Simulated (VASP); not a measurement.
# Ge (P4_2/m) in VASP: notebook, part 2 of 2

VASP 6.6.1.

### Step 4. Relaxation of cell and atoms, PBE

INCAR

```
SYSTEM = Ge
PREC     = Accurate       ! precision mode
ENCUT    = 600            ! plane-wave cutoff, eV
EDIFF    = 1E-6           ! SCF threshold, eV
ISMEAR   = 0              ! smearing method
SIGMA    = 0.1            ! smearing width, eV
LREAL    = .False.        ! projectors in reciprocal space
LASPH    = .True.         ! aspherical terms in the spheres
NELM     = 80             ! most SCF steps
ALGO     = Normal         ! electronic algorithm
ISIF     = 3              ! what is computed and relaxed
LWAVE    = .False.        ! write WAVECAR
LCHARG   = .False.        ! write CHGCAR
GGA      = PE             ! functional
IBRION   = 2              ! ionic algorithm
NSW      = 90             ! ionic steps
EDIFFG   = -0.04          ! ionic threshold
```

KPOINTS

```
regular mesh
0
Gamma
  4 4 4
  0 0 0
```

POSCAR

```
Ge
1.0
    4.1235340900      0.0000000000      0.0000000000
    0.0000000000      4.1235340900      0.0000000000
    0.0000000000      0.0000000000      6.5983664000
Ge
6
Direct
    0.0000000000      0.0000000000      0.2500000000
    0.0000000000      0.0000000000      0.7500000000
    0.6566823100      0.2368163300      0.5000000000
    0.3433176900      0.7631836700      0.5000000000
    0.7631836700      0.6566823100      0.0000000000
    0.2368163300      0.3433176900      0.0000000000
```

Potentials or basis: VASP PAW PBE potentials, release 64 (Ge_d).

Started as:

```
$ cat potpaw_PBE.64/Ge_d/POTCAR > POTCAR
$ mpirun -np 1 vasp_std > vasp.out
```

OUTCAR:

```text
SYSTEM = Ge
   PREC = Accurate
   ENCUT = 600
   EDIFF = 1E-6
   ISMEAR = 0
   LREAL = .False.
   LASPH = .True.
   NELM = 80
   ISIF = 3
   GGA = PE
   IBRION = 2
   NSW = 90
   EDIFFG = -0.04

 ion  position               nearest neighbor table
   1  0.000  0.000  0.250-   3 2.38   4 2.38   5 2.38   6 2.38
   2  0.000  0.000  0.750-   3 2.38   4 2.38   5 2.38   6 2.38
   3  0.657  0.237  0.500-   4 2.34   2 2.38   1 2.38   4 2.53
   4  0.343  0.763  0.500-   3 2.34   2 2.38   1 2.38   3 2.53
   5  0.763  0.657  0.000-   6 2.34   2 2.38   1 2.38   6 2.53
   6  0.237  0.343  0.000-   5 2.34   2 2.38   1 2.38   5 2.53

  LATTYP: Found a simple tetragonal cell.
 ALAT       =     4.1235340900
 C/A-ratio  =     1.6001726325

  Lattice vectors:

 A1 = (   4.1235340900,   0.0000000000,   0.0000000000)
 A2 = (   0.0000000000,   4.1235340900,   0.0000000000)
 A3 = (   0.0000000000,   0.0000000000,   6.5983664000)

Analysis of symmetry for initial positions (statically):
=====================================================================
 Subroutine PRICEL returns:
 Original cell was already a primitive cell.

 Routine SETGRP: Setting up the symmetry group for a
 simple tetragonal supercell.

 Subroutine GETGRP returns: Found  8 space group operations
[... 180 lines left out ...]
  external PRESSURE =     162.5444656 kB  Pullay stress =       0.0000000 kB
[... 27 lines left out ...]
--------------------------------------- Ionic step        2  -------------------------------------------

 number of electron      84.0000028 magnetization

 E-fermi :   3.9356     XC(G=0):  -9.8311

 val. band max:        3.8794638635   @ k =   0.2500   0.0000   0.5000
 cond. band min:       3.9541014280   @ k =   0.2500   0.0000   0.2500
 fundamental gap:      0.0746375645
 Fermi energy:         3.9356113702

 k-point     1 :       0.0000    0.0000    0.0000
  band No.  band energies     occupation
      1     -20.4873      2.00000
      2     -20.4789      2.00000
      3     -20.4789      2.00000
      4     -20.4780      2.00000
      5     -20.4732      2.00000
      6     -20.4508      2.00000
[... 1016 lines left out ...]
  FREE ENERGIE OF THE ION-ELECTRON SYSTEM (eV)
  ---------------------------------------------------
  free  energy   TOTEN  =       -25.6434017097 eV

  energy  without entropy=      -25.6297046340  energy(sigma->0) =      -25.63655317

[... ionic steps 4 to 8 ...]

--------------------------------------- Ionic step        9  -------------------------------------------

 number of electron      84.0000016 magnetization

------------------------ aborting loop because EDIFF is reached ----------------------------------------
[... 75 lines left out ...]
--------------------------------------- Ionic step       11  -------------------------------------------

 number of electron      84.0000021 magnetization

 Free energy of the ion-electron system (eV)
  ---------------------------------------------------
  ext. energy  EPLUGINS =         0.00000000
  ---------------------------------------------------
  free energy    TOTEN  =       -25.77763859 eV

  energy without entropy =      -25.76398901  energy(sigma->0) =      -25.77081380

 E-fermi :   4.5550     XC(G=0): -10.2009

 val. band max:        4.4825297783   @ k =   0.5000   0.0000   0.2500
 cond. band min:       4.5631662226   @ k =   0.2500   0.0000   0.2500
 fundamental gap:      0.0806364444
 Fermi energy:         4.5549686522

 k-point     1 :       0.0000    0.0000    0.0000
  band No.  band energies     occupation
      1     -19.8073      2.00000
      2     -19.8073      2.00000
      3     -19.7989      2.00000
      4     -19.7837      2.00000
      5     -19.7799      2.00000
      6     -19.7640      2.00000
[... 976 lines left out ...]
  FREE ENERGIE OF THE ION-ELECTRON SYSTEM (eV)
  ---------------------------------------------------
  free  energy   TOTEN  =       -25.7776385865 eV

  energy  without entropy=      -25.7639890134  energy(sigma->0) =      -25.77081380

 reached required accuracy - stopping structural energy minimisation
```

CONTCAR:

```text
Ge
   1.00000000000000
     4.2498107706551398   -0.0000000184411466    0.0000000000000000
     0.0000000184411466    4.2498107706551398    0.0000000000000000
     0.0000000000000000    0.0000000000000000    7.4212233921789430
  Ge
     6
Direct
     0.0000000000000000    0.0000000000000000    0.2500000000000000
     0.0000000000000000    0.0000000000000000    0.7500000000000000
     0.6732147780500780    0.2434399617783373    0.5000000000000000
     0.3267852219499220    0.7565600382216630    0.5000000000000000
     0.7565600382216630    0.6732147780500780    0.0000000000000000
     0.2434399617783373    0.3267852219499220    0.0000000000000000

  0.00000000E+00  0.00000000E+00  0.00000000E+00
  0.00000000E+00  0.00000000E+00  0.00000000E+00
  0.00000000E+00  0.00000000E+00  0.00000000E+00
  0.00000000E+00  0.00000000E+00  0.00000000E+00
  0.00000000E+00  0.00000000E+00  0.00000000E+00
  0.00000000E+00  0.00000000E+00  0.00000000E+00
```

Run time: 12 min. Hardware: 1 thread of Intel Xeon Platinum 8375C at 2.90GHz (Ice Lake), shared host; peak memory 0.3 GiB.

What came out:

| Property | Result |
| --- | --- |
| Free energy | -25.7776 eV |
| Relaxed volume | 22.34 Å³/atom |
| Relaxed cell | a = 4.250 Å, b = 4.250 Å, c = 7.421 Å, α = 90.00°, β = 90.00°, γ = 90.00° |
| Space group after relaxing (to 0.1 Å) | P4_2/m (No. 84) |
| Energy gained by relaxing | 199.4 meV/atom |
| Ionic steps | 11 |
| Pressure after relaxing | -0.2 GPa |
| Largest force after relaxing | 0.029 eV/Å |
| Band gap on the k mesh | zero (bands 42 and 43 overlap by 0.11 eV) |

Forces in eV/Å, atoms in the order of the input:
```
Ge   0.000  0.000  0.000
Ge   0.000  0.000  0.000
Ge  -0.006  0.029  0.000
Ge   0.006 -0.029  0.000
Ge  -0.029 -0.006  0.000
Ge   0.029  0.006  0.000
```

Step by step:
| step | energy change (eV) | largest force (eV/Å) | pressure (GPa) | volume (Å³) |
| --- | --- | --- | --- | --- |
| 1 | 0.0000 | 1.5441 | 16.25 | 112.20 |
| 2 | -0.8147 | 1.0104 | -4.75 | 145.79 |
| 3 | -1.0620 | 0.5085 | 0.18 | 132.55 |
| 4 | -1.0622 | 0.5340 | -0.05 | 133.06 |
| 5 | -1.1426 | 0.3721 | -0.28 | 133.93 |
| 6 | -1.1765 | 0.2795 | -0.37 | 134.76 |
| 7 | -1.1775 | 0.2804 | -0.15 | 134.91 |
| 8 | -1.1919 | 0.1145 | -0.32 | 134.59 |
| 9 | -1.1943 | 0.0593 | -0.27 | 134.42 |
| 10 | -1.1943 | 0.0591 | -0.09 | 134.39 |
| 11 | -1.1963 | 0.0293 | -0.19 | 134.03 |

Final structure:
```xyz
6
Lattice="4.2498 0.0000 0.0000 0.0000 4.2498 0.0000 0.0000 0.0000 7.4212" Properties=species:S:1:pos:R:3 pbc="T T T"
Ge    0.0000    0.0000    1.8553
Ge    0.0000    0.0000    5.5659
Ge    2.8610    1.0346    3.7106
Ge    1.3888    3.2152    3.7106
Ge    3.2152    2.8610    0.0000
Ge    1.0346    1.3888    0.0000
```

Caveat: the k points lie up to 0.37 Å⁻¹ apart in the final cell; the volume moved by over 15 % at a fixed basis, so the end points are rough; semilocal functionals underestimate gaps, and a narrow one can read as zero.

### Step 5. The runs side by side

| task | cell | cutoff (eV) | gap on the mesh (eV) | pressure (GPa) | largest force (eV/Å) |
| --- | --- | --- | --- | --- | --- |
| single point | a = 4.124, b = 4.124, c = 6.598 Å, 6 atoms, atomic positions A | 520 | none | 16.2 | 1.54 |
| single point | a = 4.232, b = 4.232, c = 7.434 Å, 6 atoms, atomic positions B | 520 | none | 0.0 | - |
| relaxation of cell and atoms | relaxed from a = 4.124, b = 4.124, c = 6.598 Å, 6 atoms, atomic positions A | 600 | none | -0.2 | 0.03 |

Alike in all rows: level PBE; potentials or basis VASP PAW PBE potentials, release 64 (Ge_d); no spin polarisation; k mesh 4 × 4 × 4; smearing gaussian 0.1 eV.

Caveats: all runs use coarse meshes; semilocal functionals underestimate gaps, and a narrow one can read as zero; forces of over 1 eV/Å act on the atoms, so gaps and moduli don't describe the material at rest (at least some runs); the volume moved by over 15 % at a fixed basis, so the end points are rough (at least some runs).

Absolute energies hang on the potentials; compare differences alone.

The gap in the log of VASP goes by the Fermi energy; the results here count the filled bands.